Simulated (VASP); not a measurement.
# O2 in VASP: a series of runs

Runs on O2. Level: LDA. Tasks: single point, relaxation of the atoms.

All numbers are computed with VASP 6.6.1; they aren't measurements. Logs are shortened: lines on timing, memory, paths and dates and some standing lists are left out, and cuts for length are marked.

**1. The cell of the first run**

The cell holds a molecule in a box, 2 atoms: a = 9.000 Å, b = 9.500 Å, c = 10.000 Å, α = 90.00°, β = 90.00°, γ = 90.00°.

**2. Single point, LDA, collinear spin, ferromagnetic start**

The input, INCAR:

```
PREC     = Accurate       # precision mode
ENCUT    = 520            # plane-wave cutoff, eV
EDIFF    = 1E-6           # SCF threshold, eV
ISMEAR   = 0              # smearing method
SIGMA    = 0.02           # smearing width, eV
LREAL    = False          # projectors in reciprocal space
LASPH    = True           # aspherical terms in the spheres
NELM     = 150            # most SCF steps
ALGO     = Normal         # electronic algorithm
ISIF     = 2              # what is computed and relaxed
LWAVE    = False          # write WAVECAR
LCHARG   = False          # write CHGCAR
ISPIN    = 2              # spin polarisation
MAGMOM   = 1 1            # initial moments
LORBIT   = 11             # projections on sites
GGA      = CA             # functional
NBANDS   = 17             # bands
```

The input, KPOINTS:

```
regular mesh
0
Gamma
  1 1 1
```

The input, POSCAR:

```
O
1.0
    9.0000000000      0.0000000000      0.0000000000
    0.0000000000      9.5000000000      0.0000000000
    0.0000000000      0.0000000000     10.0000000000
O
2
Direct
    0.5000000000      0.5000000000      0.4400143765
    0.5000000000      0.5000000000      0.5599856235
```

Potentials or basis: VASP PAW LDA potentials, release 64 (O).

Started as:

```sh
$ cat potpaw_LDA.64/O/POTCAR > POTCAR
$ mpirun -np 1 vasp_gam > vasp.out
```

OUTCAR:

```text
PREC = Accurate
   ENCUT = 520
   EDIFF = 1E-6
   ISMEAR = 0
   LREAL = False
   LASPH = True
   NELM = 150
   ISIF = 2
   ISPIN = 2
   LORBIT = 11
   GGA = CA

 ion  position               nearest neighbor table
   1  0.500  0.500  0.440-   2 1.20
   2  0.500  0.500  0.560-   1 1.20

  LATTYP: Found a simple orthorhombic cell.
 ALAT       =     9.0000000000
 B/A-ratio  =     1.0555555556
 C/A-ratio  =     1.1111111111

  Lattice vectors:

 A1 = (   9.0000000000,   0.0000000000,   0.0000000000)
 A2 = (   0.0000000000,   9.5000000000,   0.0000000000)
 A3 = (   0.0000000000,   0.0000000000,  10.0000000000)

Analysis of symmetry for initial positions (statically):
=====================================================================
 Subroutine PRICEL returns:
 Original cell was already a primitive cell.

 Routine SETGRP: Setting up the symmetry group for a
 simple orthorhombic supercell.

 Subroutine GETGRP returns: Found  8 space group operations
 (whereof  8 operations were pure point group operations)
 out of a pool of  8 trial point group operations.

The static configuration has the point symmetry D_2h.

Analysis of symmetry for dynamics (positions and initial velocities):
=====================================================================
 Subroutine PRICEL returns:
 Original cell was already a primitive cell.

 Routine SETGRP: Setting up the symmetry group for a
 simple orthorhombic supercell.

 Subroutine GETGRP returns: Found  8 space group operations
 (whereof  8 operations were pure point group operations)
 out of a pool of  8 trial point group operations.

The dynamic configuration has the point symmetry D_2h.

Analysis of structural, dynamic, and magnetic symmetry:
=====================================================================
 Subroutine PRICEL returns:
 Original cell was already a primitive cell.

 Routine SETGRP: Setting up the symmetry group for a
 simple orthorhombic supercell.

 Subroutine GETGRP returns: Found  8 space group operations
 (whereof  8 operations were pure point group operations)
 out of a pool of  8 trial point group operations.

The overall configuration has the point symmetry D_2h.

 Subroutine INISYM returns: Found  8 space group operations
 (whereof  8 operations are pure point group operations),
 and found     1 'primitive' translations

----------------------------------------------------------------------------------------

                                     Primitive cell

  volume of cell :     855.0000

  direct lattice vectors                    reciprocal lattice vectors
     9.000000000  0.000000000  0.000000000     0.111111111  0.000000000  0.000000000
     0.000000000  9.500000000  0.000000000     0.000000000  0.105263158  0.000000000
     0.000000000  0.000000000 10.000000000     0.000000000  0.000000000  0.100000000

  length of vectors
     9.000000000  9.500000000 10.000000000     0.111111111  0.105263158  0.100000000

  position of ions in fractional coordinates (direct lattice)
     0.500000000  0.500000000  0.440014377
     0.500000000  0.500000000  0.559985623

  ion indices of the primitive-cell ions
   primitive index   ion index
                 1           1
                 2           2

----------------------------------------------------------------------------------------

 KPOINTS: regular mesh

Automatic generation of k-mesh.
 Grid dimensions read from file:
 generate k-points for:    1    1    1

 Generating k-lattice:

  Cartesian coordinates                     Fractional coordinates (reciprocal lattice)
     0.111111111  0.000000000  0.000000000     1.000000000  0.000000000  0.000000000
     0.000000000  0.105263158  0.000000000     0.000000000  1.000000000  0.000000000
     0.000000000  0.000000000  0.100000000     0.000000000  0.000000000  1.000000000

  Length of vectors
     0.111111111  0.105263158  0.100000000

  Shift w.r.t. Gamma in fractional coordinates (k-lattice)
     0.000000000  0.000000000  0.000000000

 Subroutine IBZKPT returns following result:
 ===========================================

 Found      1 irreducible k-points:

 Following reciprocal coordinates:
            Coordinates               Weight
  0.000000  0.000000  0.000000      1.000000
   k-points           NKPTS =      1   k-points in BZ     NKDIM =      1   number of bands    NBANDS=     17
   number of dos      NEDOS =    301   number of ions     NIONS =      2
   total plane-waves  NPLWV = 403200
   dimension x,y,z NGX =    70 NGY =   72 NGZ =   80
   dimension x,y,z NGXF=   140 NGYF=  144 NGZF=  160
   ions per type =               2
   NGX,Y,Z   is equivalent  to a cutoff of  12.93, 12.60, 13.30 a.u.
   NGXF,Y,Z  is equivalent  to a cutoff of  25.86, 25.20, 26.60 a.u.
 SYSTEM =  unknown system
   PREC   = accura    normal or accurate (medium, high low for compatibility)
   ISTART =      0    job   : 0-new  1-cont  2-samecut
   ICHARG =      2    charge: 1-file 2-atom 10-const
   ISPIN  =      2    spin polarized calculation?
   LNONCOLLINEAR =      F non collinear calculations
   LSORBIT =      F    spin-orbit coupling
   LASPH  =      T    aspherical Exc in radial PAW
   ENCUT  =  520.0 eV  38.22 Ry    6.18 a.u.  16.73 17.66 18.59*2*pi/ulx,y,z
   NELM   =    150;   NELMIN=  2; NELMDL= -5     # of ELM steps
   EDIFF  = 0.1E-05   stopping-criterion for ELM
   LREAL  =      F    real-space projection
   EDIFFG = 0.1E-04   stopping-criterion for IOM
   NSW    =      0    number of steps for IOM
   IBRION =     -1    ionic relax: 0-MD 1-quasi-New 2-CG
   NFREE  =      0    steps in history (QN), initial steepest desc. (CG)
   ISIF   =      2    stress and relaxation
   ISYM   =      2    0-nonsym 1-usesym 2-fastsym
   POTIM  = 0.5000    time-step for ionic-motion
   TEBEG  =    0.0;   TEEND  =   0.0 temperature during run
   PSTRESS=    0.0 pullay stress
   NELECT =      12.0000    total number of electrons
   NUPDOWN=      -1.0000    fix difference up-down
   EMIN   =  10.00;   EMAX   =-10.00  energy-range for DOS
   EFERMI =   0.00;   METHOD = LEGACY
   ISMEAR =     0;   SIGMA  =   0.02  broadening in eV -4-tet -1-fermi 0-gaus
   EFERMI_NEDOS =   21; number of points for ismear=-14 and -15
   IALGO  =     38    algorithm
   IMIX   =      4    mixing-type and parameters
     AMIX     =   0.40;   BMIX     =  1.00
     AMIX_MAG =   1.60;   BMIX_MAG =  1.00
  volume/ion in A,a.u.               =     427.50      2884.91
  Fermi-wavevector in a.u.,A,eV,Ry     =   0.394893  0.746240  2.121703  0.155941
  Thomas-Fermi vector in A             =   1.339966
   LORBIT       =     11    0 simple, 1 ext, 2 COOP (PROOUT), +10 PAW based schemes
   GGA     = CA    functional components
   LHFCALC =     F    Hartree Fock is set to
   AEXX    =    0.0000 exact exchange contribution
   IVDW    =     0    specifies the selected vdW correction
   LEPSILON=     F    determine dielectric tensor
   LRPA    =     F    only Hartree local field effects (RPA)
 spin polarized calculation
 Gauss-broadening in eV      SIGMA  =   0.02
  energy-cutoff  :      520.00
  volume of cell :      855.00
 maximum number of plane-waves:     11510
 NGX is ok and might be reduce to    70
   NGX = 33   NGY = 35   NGZ = 37

 number of electron      12.0000002 magnetization       2.0000000

 Free energy of the ion-electron system (eV)
  ---------------------------------------------------
  ext. energy  EPLUGINS =         0.00000000
  ---------------------------------------------------
  free energy    TOTEN  =       -10.45751034 eV

  energy without entropy =      -10.45751034  energy(sigma->0) =      -10.45751034

 E-fermi :  -6.4777     XC(G=0):  -0.6128

 val. band max:       -6.6768869968   @ k =   0.0000   0.0000   0.0000
 cond. band min:      -4.7118119671   @ k =   0.0000   0.0000   0.0000
 fundamental gap:      1.9650750297
 Fermi energy:        -6.4777334899

 spin component 1

 k-point     1 :       0.0000    0.0000    0.0000
  band No.  band energies     occupation
      1     -33.1529      1.00000
      2     -20.0279      1.00000
      3     -13.6474      1.00000
      4     -13.6474      1.00000
      5     -13.6304      1.00000
      6      -6.6769      1.00000
      7      -6.6769      1.00000
      8      -0.2247      0.00000
      9       1.0269      0.00000
     10       1.2899      0.00000
     11       1.3411      0.00000
     12       1.5030      0.00000
     13       1.5855      0.00000
     14       1.7651      0.00000
     15       2.5274      0.00000
     16       2.8964      0.00000
     17       2.9095      0.00000
 Fermi energy:        -6.4777334899

 spin component 2

 k-point     1 :       0.0000    0.0000    0.0000
  band No.  band energies     occupation
      1     -31.9356      1.00000
      2     -18.4082      1.00000
      3     -12.5343      1.00000
      4     -12.0018      1.00000
      5     -12.0018      1.00000
      6      -4.7118      0.00000
      7      -4.7118      0.00000
      8      -0.1786      0.00000
      9       1.1400      0.00000
     10       1.3246      0.00000
     11       1.3941      0.00000
     12       1.5616      0.00000
     13       1.6044      0.00000
     14       1.7897      0.00000
     15       2.7135      0.00000
     16       2.9484      0.00000
     17       2.9536      0.00000

------------------------ aborting loop because EDIFF is reached ----------------------------------------

  FORCE on cell =-STRESS in cart. coord.  units (eV):
  Direction    XX          YY          ZZ          XY          YZ          ZX
  --------------------------------------------------------------------------------------
  -------------------------------------------------------------------------------------
  Total       -0.0684690     -0.0683765      2.0713841      0.0000000      0.0000000      0.0000000
  in kB       -0.1283034     -0.1281302      3.8815493      0.0000000      0.0000000      0.0000000
  external PRESSURE =       1.2083719 kB  Pullay stress =       0.0000000 kB

 VOLUME and BASIS-vectors are now :
 -----------------------------------------------------------------------------
  energy-cutoff  :      520.00
  volume of cell :      855.00
      direct lattice vectors                 reciprocal lattice vectors
     9.000000000  0.000000000  0.000000000     0.111111111  0.000000000  0.000000000
     0.000000000  9.500000000  0.000000000     0.000000000  0.105263158  0.000000000
     0.000000000  0.000000000 10.000000000     0.000000000  0.000000000  0.100000000

 POSITION                                       TOTAL-FORCE (eV/Angst)
 -----------------------------------------------------------------------------------
      4.50000      4.75000      4.40014         0.000000      0.000000     -1.795036
      4.50000      4.75000      5.59986         0.000000      0.000000      1.795036
 -----------------------------------------------------------------------------------
    total drift:                                0.000000      0.000000      0.000000

  FREE ENERGIE OF THE ION-ELECTRON SYSTEM (eV)
  ---------------------------------------------------
  free  energy   TOTEN  =       -10.4575103449 eV

  energy  without entropy=      -10.4575103449  energy(sigma->0) =      -10.45751034

 total charge

# of ion       s       p       d       tot
------------------------------------------
    1        1.602   3.322   0.000   4.924
    2        1.602   3.322   0.000   4.924
--------------------------------------------------
tot          3.205   6.643   0.000   9.848

 magnetization (x)

# of ion       s       p       d       tot
------------------------------------------
    1        0.008   0.795   0.000   0.803
    2        0.008   0.795   0.000   0.803
--------------------------------------------------
tot          0.016   1.590   0.000   1.606
```

Wall time 30 s (1 thread of Intel Xeon 6975P-C (Granite Rapids), shared host); peak memory 0.64 GiB.

Results:

| Quantity | Value |
| --- | --- |
| Free energy | -10.4575 eV |
| Largest force | 1.795 eV/Å |
| Gap between the frontier levels | 1.97 eV |
| Net moment | 2.00 μB per cell |
| Site moments | O +0.80 μB |
| Valence electrons inside the program's atomic spheres | O 4.92 |

Forces in eV/Å, atoms in the order of the input:
```
O    0.000  0.000 -1.795
O    0.000  0.000  1.795
```

Levels at points of the mesh, in eV from the valence-band top:
Spin up:
```tsv
k point	band 4	band 5	band 6	band 7	band 8	band 9	band 10	band 11
(0.00, 0.00, 0.00)	-6.97	-6.95	0.00	0.00	6.45	7.70	7.97	8.02
```
Spin down:
| k point | band 2 | band 3 | band 4 | band 5 | band 6 | band 7 | band 8 | band 9 |
| --- | --- | --- | --- | --- | --- | --- | --- | --- |
| (0.00, 0.00, 0.00) | -11.73 | -5.86 | -5.32 | -5.32 | 1.97 | 1.97 | 6.50 | 7.82 |

Caveat: the standard files for N, O and F lose accuracy on very short bonds.

**3. Relaxation of the atoms, LDA, collinear spin, ferromagnetic start**

The input, INCAR:

```
ALGO = Normal ; EDIFF = 1E-7
EDIFFG = -0.02 ; ENCUT = 520
IBRION = 2 ; ISIF = 2
ISMEAR = 0 ; ISPIN = 2
LASPH = T ; LCHARG = F
LORBIT = 11 ; LREAL = F
LWAVE = F ; MAGMOM = 1 1
NELM = 150 ; NSW = 80
PREC = Accurate ; SIGMA = 0.02
```

The input, KPOINTS:

```
k-points
0
Gamma
  1 1 1
```

The input, POSCAR:

```
O
1.0
    9.0000000000      0.0000000000      0.0000000000
    0.0000000000      9.5000000000      0.0000000000
    0.0000000000      0.0000000000     10.0000000000
O
2
Direct
    0.5000000000      0.5000000000      0.4385000000
    0.5000000000      0.5000000000      0.5615000000
```

Potentials or basis: VASP PAW LDA potentials, release 64 (O).

Started as:

```sh
$ cat potpaw_LDA.64/O/POTCAR > POTCAR
$ mpirun -np 1 vasp_gam > vasp.out
```

It took 66 s on 1 thread of Intel Xeon 6975P-C (Granite Rapids), shared host; peak memory 0.64 GiB.

The run converged. Its results:

| Item | Value |
| --- | --- |
| Free energy | -10.4761 eV |
| Energy gained by relaxing | 1.5 meV/atom |
| Ionic steps | 3 |
| Largest force after relaxing | 0.009 eV/Å |
| Gap between the frontier levels | 1.97 eV |
| Net moment | 2.00 μB per cell |
| Site moments | O +0.81 μB |
| Valence electrons inside the program's atomic spheres | O 4.89 |

Forces on the atoms (eV/Å):
```
O    0.000  0.000 -0.009
O    0.000  0.000  0.009
```

The path:
```
step  energy change (eV)  largest force (eV/Å)  pressure (GPa)
   1              0.0000                0.6764           -0.06
   2              0.1391                5.4266            0.38
   3             -0.0031                0.0087           -0.01
```

Final structure:
```
O
1.0
     9.00000    0.00000    0.00000
     0.00000    9.50000    0.00000
     0.00000    0.00000   10.00000
O
2
Direct
  0.50000 0.50000 0.43896
  0.50000 0.50000 0.56104
```

Levels at points of the mesh, in eV from the valence-band top:
Spin up:
| k point | band 4 | band 5 | band 6 | band 7 | band 8 | band 9 | band 10 | band 11 |
| --- | --- | --- | --- | --- | --- | --- | --- | --- |
| (0.00, 0.00, 0.00) | -6.61 | -6.61 | 0.00 | 0.00 | 6.61 | 7.80 | 8.12 | 8.18 |
Spin down:
```
           k point  band 2  band 3  band 4  band 5  band 6  band 7  band 8  band 9
(0.00, 0.00, 0.00)  -11.73   -5.65   -4.96   -4.96    1.97    1.97    6.66    7.95
```

Caveat: the standard files for N, O and F lose accuracy on very short bonds.
